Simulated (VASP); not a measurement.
The system is Sn.

```
Sn
1.0
     3.40607    0.00000    0.00000
    -0.19543    3.40046    0.00000
    -1.55493   -1.74781    2.47562
Sn
1
Direct
  0.00000 0.00000 0.00000
```

- Program: VASP 6.6.1
- Task: relaxation of cell and atoms
- Functional: PBEsol
- Potentials or basis: VASP PAW PBE potentials, release 64 (Sn_d)
- Cutoff: 600 eV
- k mesh: 11 × 11 × 11
- Occupations: methfessel-paxton, width 0.1 eV
- Spin: no spin polarisation

At the start: pressure -3.6 GPa; volume 28.67 Å³/atom.

Problem. How do energy, volume and symmetry change on relaxing?

Solution. Over 11 steps the energy falls by 27.9 meV/atom and the volume is 26.59 Å³/atom (-7.3 %); space group I4/mmm (No. 139, to 0.05 Å).

Step by step:
| step | energy change (eV) | largest force (eV/Å) | pressure (GPa) | volume (Å³) |
| --- | --- | --- | --- | --- |
| 1 | 0.0000 | 0.0000 | -3.59 | 28.67 |
| 2 | -0.0258 | 0.0000 | 1.09 | 26.09 |
| 3 | -0.0272 | 0.0000 | 0.14 | 26.53 |
| 4 | -0.0272 | 0.0000 | 0.02 | 26.57 |
| 5 | -0.0277 | 0.0000 | 0.07 | 26.60 |
| 6 | -0.0279 | 0.0000 | 0.00 | 26.61 |
| 7 | -0.0277 | 0.0000 | -0.10 | 26.65 |
| 8 | -0.0279 | 0.0000 | -0.14 | 26.62 |
| 9 | -0.0279 | 0.0000 | -0.06 | 26.62 |
| 10 | -0.0279 | 0.0000 | 0.03 | 26.58 |
| 11 | -0.0279 | 0.0000 | 0.01 | 26.59 |

Final structure:
```cif
data_structure
_symmetry_space_group_name_H-M 'P 1'
_symmetry_Int_Tables_number 1
_cell_length_a 3.3262
_cell_length_b 3.3262
_cell_length_c 3.3262
_cell_angle_alpha 118.454
_cell_angle_beta 118.485
_cell_angle_gamma 92.672
_cell_volume 26.59
loop_
_atom_site_label
_atom_site_type_symbol
_atom_site_fract_x
_atom_site_fract_y
_atom_site_fract_z
_atom_site_occupancy
Sn1 Sn 0.00000 0.00000 0.00000 1
```

Caveat: the PAW data sets were made with another functional, which shifts forces and pressure a little.
